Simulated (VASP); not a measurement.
Set up this calculation in VASP 6.6.1, as the native input.

| Item | Value |
| --- | --- |
| Task | single point |
| Functional | LDA |
| Potentials or basis | VASP PAW LDA potentials, release 64 (Ir, C) |
| Cutoff | 520 eV |
| k mesh | 12 × 12 × 1 |
| Occupations | gaussian, width 0.1 eV |
| Spin | collinear spin |
| Starting moments | [0.0, 0.0, 0.0, 2.0] μB |
| Dipole correction | yes |
| Further INCAR settings | ALGO = Normal; EDIFF = 1e-06; NBANDS = 28 |

The structure of Ir3C lies in POSCAR:

```
Ir3C
1.0
    2.6946510889      0.0000000000      0.0000000000
   -1.3473255444      2.3336362973      0.0000000000
    0.0000000000      0.0000000000     21.2769546740
Ir C
3 1
Direct
    0.6666666667      0.3333333333      0.1879968286
    0.3333333333      0.6666666667      0.2885049938
    0.0000000000      0.0000000000      0.3890103072
    0.5555555556     -0.5555555556      0.5737171913
```

One way to write it, as run:

INCAR

```
SYSTEM = Ir3C
  PREC = Accurate
  ENCUT = 520
  EDIFF = 1E-6
  ISMEAR = 0
  SIGMA = 0.1
  LREAL = .FALSE.
  LASPH = .TRUE.
  NELM = 150
  ALGO = Normal
  ISIF = 2
  LWAVE = .FALSE.
  LCHARG = .FALSE.
  ISPIN = 2
  MAGMOM = 0 0 0 2
  LORBIT = 11
  LMAXMIX = 4
  LDIPOL = .TRUE.
  IDIPOL = 3
  DIPOL = 0.5 0.5 0.360
  GGA = CA
  NBANDS = 28
```

KPOINTS

```
regular mesh
0
G
  12 12 1
  0 0 0
```

Potentials or basis: VASP PAW LDA potentials, release 64 (Ir, C).

Launch:

```sh
$ cat potpaw_LDA.64/Ir/POTCAR potpaw_LDA.64/C/POTCAR > POTCAR
$ mpirun -np 1 vasp_std > vasp.out
```

It gave:

The largest force is 0.309 eV/Å and the net moment is 0.08 μB per cell. The site moments are Ir -0.00; C +0.04 μB and the valence electrons inside the program's atomic spheres are Ir 8.28, 8.53, 8.27; C 1.91.

Wall time 5.6 min on 1 thread of Intel(R) Xeon(R) 6975P-C (Granite Rapids), with other jobs on the host, peak memory 0.37 GiB.
